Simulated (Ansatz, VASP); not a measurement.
**CdS in VASP and in Ansatz**

```
Cd S
1.0
     4.12453    0.00000    0.00000
    -2.06227    3.57195    0.00000
     0.00000    0.00000    6.70921
Cd S
2 2
Cartesian
  0.0000 2.3813 0.0012
  2.0623 1.1907 3.3558
  0.0000 2.3813 2.5282
  2.0623 1.1907 5.8828
```

Alike in both runs: functional PBEsol; k mesh 9 × 9 × 4; occupations gaussian, width 0.02 eV; no spin polarisation.

Ansatz relaxed the structure, and its values are those at the end. VASP's run is a single point on that final structure, the one shown.

|  | VASP | Ansatz |
| --- | --- | --- |
| version | VASP 6.6.1 | Ansatz 0.2.0 |
| potentials or method | VASP PAW PBE potentials, release 64 (Cd, S), cutoff 520 eV | scalar-relativistic, plane waves, PAW |
| valence electrons in the cell | 36 | 52 |

```tsv
	VASP	Ansatz	Ansatz less VASP
gap on the k mesh at the Fermi level (eV)	1.10	1.09	-0.006
least direct gap on the mesh (eV)	1.10	1.09	-0.006
pressure (GPa)	0.4	0.0	-0.38
```

VASP's potentials were made for PBE, not for PBEsol, and Ansatz warns of the same on its side. VASP's potentials hold 36 valence electrons a cell and Ansatz's 52, so a difference there can come from the potentials and not from the codes.
